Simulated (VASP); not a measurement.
# CuSn3 (I4/mmm) in VASP: single point with PBE

Aim: the single point of CuSn3 with PBE.

All numbers are computed with VASP 6.6.1; they aren't measurements. Logs are shortened: lines on timing, memory, paths and dates and some standing lists are left out, and cuts for length are marked.

### Step 1. The cell of the first run

The structure is tetragonal, space group I4/mmm (No. 139). The conventional cell has a = 4.480 Å, b = 4.480 Å, c = 9.741 Å, α = 90.00°, β = 90.00°, γ = 90.00°. Cu (site symmetry 4/mmm) has 12 Sn at 3.17 to 3.31 Å within 4.2 Å. Within 4.2 Å of Sn (site symmetry -4m2) lie 8 Sn at 3.17 to 3.31 Å and 4 Cu at 3.31 Å. Within 4.2 Å of Sn (site symmetry 4/mmm) lie 4 Cu at 3.17 Å and 8 Sn at 3.31 Å.

### Step 2. Single point, PBE

Contents of INCAR:

```
  ALGO = Normal
  EDIFF = 1E-6
  ENCUT = 520
  GGA = PE
  ISIF = 2
  ISMEAR = 0
  LASPH = T
  LCHARG = F
  LREAL = F
  LWAVE = F
  NBANDS = 34
  NELM = 60
  PREC = Accurate
  SIGMA = 0.1
```

Contents of KPOINTS:

```
k-points
0
Gamma
  6 6 6
```

Contents of POSCAR:

```
CuSn3
1.0
   -2.2399029700      2.2399029700      4.8707041700
    2.2399029700     -2.2399029700      4.8707041700
    2.2399029700      2.2399029700     -4.8707041700
Cu Sn
1 3
Direct
    0.0000000000      0.0000000000      0.0000000000
    0.7500000000      0.2500000000      0.5000000000
    0.2500000000      0.7500000000      0.5000000000
    0.5000000000      0.5000000000      0.0000000000
```

Potentials or basis: VASP PAW PBE potentials, release 64 (Cu, Sn_d).

Run with:

```sh
> cat potpaw_PBE.64/Cu/POTCAR potpaw_PBE.64/Sn_d/POTCAR > POTCAR
> mpirun -np 1 vasp_std > vasp.out
```

OUTCAR:

```text
EDIFF = 1E-6
   ENCUT = 520
   GGA = PE
   ISIF = 2
   ISMEAR = 0
   LASPH = T
   LREAL = F
   NELM = 60
   PREC = Accurate

 ion  position               nearest neighbor table
   1  0.000  0.000  0.000-   4 3.17   4 3.17   4 3.17   4 3.17
   2  0.750  0.250  0.500-   3 3.17   3 3.17   3 3.17   3 3.17   4 3.31   4 3.31   4 3.31   4 3.31

   3  0.250  0.750  0.500-   2 3.17   2 3.17   2 3.17   2 3.17   4 3.31   4 3.31   4 3.31   4 3.31

   4  0.500  0.500  0.000-   1 3.17   1 3.17   1 3.17   1 3.17   3 3.31   2 3.31   3 3.31   2 3.31
                             3 3.31   3 3.31   2 3.31   2 3.31

  LATTYP: Found a body centered tetragonal cell.
 ALAT       =     4.4798059400
 C/A-ratio  =     2.1745156979

  Lattice vectors:

 A1 = (  -2.2399029700,   2.2399029700,   4.8707041700)
 A2 = (   2.2399029700,  -2.2399029700,   4.8707041700)
 A3 = (   2.2399029700,   2.2399029700,  -4.8707041700)

Analysis of symmetry for initial positions (statically):
=====================================================================
 Subroutine PRICEL returns:
 Original cell was already a primitive cell.

 Routine SETGRP: Setting up the symmetry group for a
 body centered tetragonal supercell.

 Subroutine GETGRP returns: Found 16 space group operations
 (whereof 16 operations were pure point group operations)
 out of a pool of 16 trial point group operations.

The static configuration has the point symmetry D_4h.

Analysis of symmetry for dynamics (positions and initial velocities):
=====================================================================
 Subroutine PRICEL returns:
 Original cell was already a primitive cell.

 Routine SETGRP: Setting up the symmetry group for a
 body centered tetragonal supercell.

 Subroutine GETGRP returns: Found 16 space group operations
 (whereof 16 operations were pure point group operations)
 out of a pool of 16 trial point group operations.

The dynamic configuration has the point symmetry D_4h.

 Subroutine INISYM returns: Found 16 space group operations
 (whereof 16 operations are pure point group operations),
 and found     1 'primitive' translations

----------------------------------------------------------------------------------------

                                     Primitive cell
[... 87 lines left out ...]
   ISTART =      0    job   : 0-new  1-cont  2-samecut
   ICHARG =      2    charge: 1-file 2-atom 10-const
   ISPIN  =      1    spin polarized calculation?
   LNONCOLLINEAR =      F non collinear calculations
   LSORBIT =      F    spin-orbit coupling
   LASPH  =      T    aspherical Exc in radial PAW
   ENCUT  =  520.0 eV  38.22 Ry    6.18 a.u.  10.80 10.80 10.80*2*pi/ulx,y,z
   NELM   =     60;   NELMIN=  2; NELMDL= -5     # of ELM steps
   EDIFF  = 0.1E-05   stopping-criterion for ELM
   LREAL  =      F    real-space projection
   EDIFFG = 0.1E-04   stopping-criterion for IOM
   NSW    =      0    number of steps for IOM
   IBRION =     -1    ionic relax: 0-MD 1-quasi-New 2-CG
   NFREE  =      0    steps in history (QN), initial steepest desc. (CG)
   ISIF   =      2    stress and relaxation
   ISYM   =      2    0-nonsym 1-usesym 2-fastsym
   POTIM  = 0.5000    time-step for ionic-motion
   TEBEG  =    0.0;   TEEND  =   0.0 temperature during run
   PSTRESS=    0.0 pullay stress
   NELECT =      53.0000    total number of electrons
   NUPDOWN=      -1.0000    fix difference up-down
   EMIN   =  10.00;   EMAX   =-10.00  energy-range for DOS
   EFERMI =   0.00;   METHOD = LEGACY
   ISMEAR =     0;   SIGMA  =   0.10  broadening in eV -4-tet -1-fermi 0-gaus
   EFERMI_NEDOS =   21; number of points for ismear=-14 and -15
   IALGO  =     38    algorithm
   IMIX   =      4    mixing-type and parameters
     AMIX     =   0.40;   BMIX     =  1.00
     AMIX_MAG =   1.60;   BMIX_MAG =  1.00
  volume/ion in A,a.u.               =      24.44       164.91
  Fermi-wavevector in a.u.,A,eV,Ry     =   1.334945  2.522680 24.246649  1.782078
  Thomas-Fermi vector in A             =   2.463687
   LORBIT       =      0    0 simple, 1 ext, 2 COOP (PROOUT), +10 PAW based schemes
   GGA     = PE    functional components
   LHFCALC =     F    Hartree Fock is set to
   AEXX    =    0.0000 exact exchange contribution
   IVDW    =     0    specifies the selected vdW correction
   LEPSILON=     F    determine dielectric tensor
   LRPA    =     F    only Hartree local field effects (RPA)
 non-spin polarized calculation
 Gauss-broadening in eV      SIGMA  =   0.10
  energy-cutoff  :      520.00
  volume of cell :       97.75
 maximum number of plane-waves:      2666
 NGX is ok and might be reduce to    48
   NGX = 21   NGY = 21   NGZ = 21

 number of electron      53.0000000 magnetization

 Free energy of the ion-electron system (eV)
  ---------------------------------------------------
  ext. energy  EPLUGINS =         0.00000000
  ---------------------------------------------------
  free energy    TOTEN  =       -14.39120519 eV

  energy without entropy =      -14.38481624  energy(sigma->0) =      -14.38801072

 E-fermi :   7.4851     XC(G=0): -10.4590

 val. band max:        7.4810394745   @ k =   0.5000   0.0000   0.0000
 cond. band min:       7.5810804865   @ k =   0.5000   0.0000   0.0000
 fundamental gap:      0.1000410120
 Fermi energy:         7.4850958954

 k-point     1 :       0.0000    0.0000    0.0000
  band No.  band energies     occupation
      1     -14.1242      2.00000
      2     -14.0326      2.00000
      3     -14.0097      2.00000
      4     -14.0092      2.00000
      5     -14.0092      2.00000
      6     -13.9657      2.00000
[... 877 lines left out ...]
     33      11.5926      0.00000
     34      14.2284      0.00000

 [... further k-points ...]
[... 5 lines left out ...]
  --------------------------------------------------------------------------------------
  -------------------------------------------------------------------------------------
  Total       -0.5062744     -0.5062744     -1.2846402      0.0000000      0.0000000      0.0000000
  in kB       -8.2982481     -8.2982481    -21.0562932      0.0000000      0.0000000      0.0000000
  external PRESSURE =     -12.5509298 kB  Pullay stress =       0.0000000 kB

 VOLUME and BASIS-vectors are now :
 -----------------------------------------------------------------------------
  energy-cutoff  :      520.00
  volume of cell :       97.75
      direct lattice vectors                 reciprocal lattice vectors
    -2.239902970  2.239902970  4.870704170     0.000000000  0.223223955  0.102654561
     2.239902970 -2.239902970  4.870704170     0.223223955  0.000000000  0.102654561
     2.239902970  2.239902970 -4.870704170     0.223223955  0.223223955  0.000000000

 POSITION                                       TOTAL-FORCE (eV/Angst)
 -----------------------------------------------------------------------------------
      0.00000      0.00000      0.00000        -0.000000      0.000000      0.000000
      0.00000      2.23990      2.43535         0.000000      0.000000     -0.000000
      2.23990      0.00000      2.43535        -0.000000     -0.000000     -0.000000
      0.00000      0.00000      4.87070        -0.000000      0.000000      0.000000
 -----------------------------------------------------------------------------------
    total drift:                                0.000000     -0.000000      0.000000

  FREE ENERGIE OF THE ION-ELECTRON SYSTEM (eV)
  ---------------------------------------------------
  free  energy   TOTEN  =       -14.3912051923 eV

  energy  without entropy=      -14.3848162443  energy(sigma->0) =      -14.38801072
```

OSZICAR:

```text
N       E                     dE             d eps       ncg     rms          rms(c)
DAV:   1     0.514167173023E+03    0.51417E+03   -0.26082E+04  2048   0.247E+03
DAV:   2     0.575694184158E+02   -0.45660E+03   -0.44843E+03  2040   0.581E+02
DAV:   3    -0.119949563477E+02   -0.69564E+02   -0.68219E+02  2370   0.204E+02
DAV:   4    -0.150957359111E+02   -0.31008E+01   -0.30742E+01  2410   0.474E+01
DAV:   5    -0.152330549330E+02   -0.13732E+00   -0.13726E+00  3070   0.107E+01    0.949E+00
DAV:   6    -0.169752805736E+02   -0.17422E+01   -0.33985E+01  2340   0.755E+01    0.918E+00
DAV:   7    -0.145490971684E+02    0.24262E+01   -0.68063E+00  2502   0.400E+01    0.320E+00
DAV:   8    -0.144417978015E+02    0.10730E+00   -0.22582E+00  2526   0.215E+01    0.219E+00
DAV:   9    -0.143905886482E+02    0.51209E-01   -0.47042E-01  2554   0.925E+00    0.419E-01
DAV:  10    -0.143913395881E+02   -0.75094E-03   -0.20795E-02  2710   0.159E+00    0.149E-01
DAV:  11    -0.143912063604E+02    0.13323E-03   -0.11574E-03  2778   0.581E-01    0.649E-02
DAV:  12    -0.143912041597E+02    0.22006E-05   -0.27093E-04  2748   0.298E-01    0.396E-02
DAV:  13    -0.143912120767E+02   -0.79170E-05   -0.45319E-05  2896   0.909E-02    0.246E-02
DAV:  14    -0.143912048919E+02    0.71849E-05   -0.18099E-05  2428   0.859E-02    0.476E-03
DAV:  15    -0.143912051923E+02   -0.30048E-06   -0.32998E-06  1870   0.180E-02
   1 F= -.14391205E+02 E0= -.14388011E+02  d E =-.638895E-02
```

Wall time 1.7 min (1 thread of Intel Xeon Platinum 8488C (Sapphire Rapids), shared host); peak memory 0.36 GiB.

What came out:

```
Free energy : -14.3912 eV
Pressure    : -1.3 GPa
```

Caveat: spin-orbit coupling is left out, which moves the levels of the heavy elements.
